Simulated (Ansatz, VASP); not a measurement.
**Two plane-wave programs on Sn**

Contents of INCAR:

```
ALGO     = Normal         # electronic algorithm
EDIFF    = 1E-6           # SCF threshold, eV
ENCUT    = 500            # plane-wave cutoff, eV
GGA      = PE             # functional
GGA_COMPAT= F            
ISIF     = 2              # what is computed and relaxed
ISMEAR   = -1             # smearing method
LASPH    = T              # aspherical terms in the spheres
LCHARG   = T              # write CHGCAR
LELF     = T              # ELF
LREAL    = F              # projectors in reciprocal space
LVHAR    = T            
LWAVE    = F              # write WAVECAR
NBANDS   = 21             # bands
NELM     = 120            # most SCF steps
PREC     = Accurate       # precision mode
SIGMA    = 0.05           # smearing width, eV
```

KPOINTS

```
k-points
0
Gamma
  9 9 9
```

File POSCAR:

```
Sn
1.0
    0.0000000000      3.2333430000      3.2333430000
    3.2333430000      0.0000000000      3.2333430000
    3.2333430000      3.2333430000      0.0000000000
Sn
2
Direct
    0.0000000000      0.0000000000      0.0000000000
    0.2500000000      0.2500000000      0.2500000000
```

Input for Ansatz:

```yaml
crystal:
  lattice:
    - [0.0, 3.233343, 3.233343]
    - [3.233343, 0.0, 3.233343]
    - [3.233343, 3.233343, 0.0]
  atoms:
    - { symbol: Sn, position: [0.0, 0.0, 0.0] }
    - { symbol: Sn, position: [0.25, 0.25, 0.25] }
basis:
  ecutwfc: 550.0
kpoints:
  mp_grid:
    grid: [9, 9, 9]
hamiltonian:
  xc: pbe
scf:
  occupations:
    method: fermi_dirac
    width: 0.05
output:
  stress: true
```

Alike in both runs: task single point; functional PBE; k mesh 9 × 9 × 9; occupations fermi-dirac, width 0.05 eV; no spin polarisation.

|  | VASP | Ansatz |
| --- | --- | --- |
| version | VASP 6.6.1 | Ansatz 0.2.0 |
| potentials or method | VASP PAW PBE potentials, release 64 (Sn_d), cutoff 500 eV | plane waves, PAW |
| valence electrons in the cell | 28 | 28 |

VASP gave:

```
pressure (GPa) : 3.7
```

Q: Estimate Ansatz's values.

A: Pressure (GPa): 3.8.

With one functional, cell and mesh, what is left measures potentials, basis and numerics.
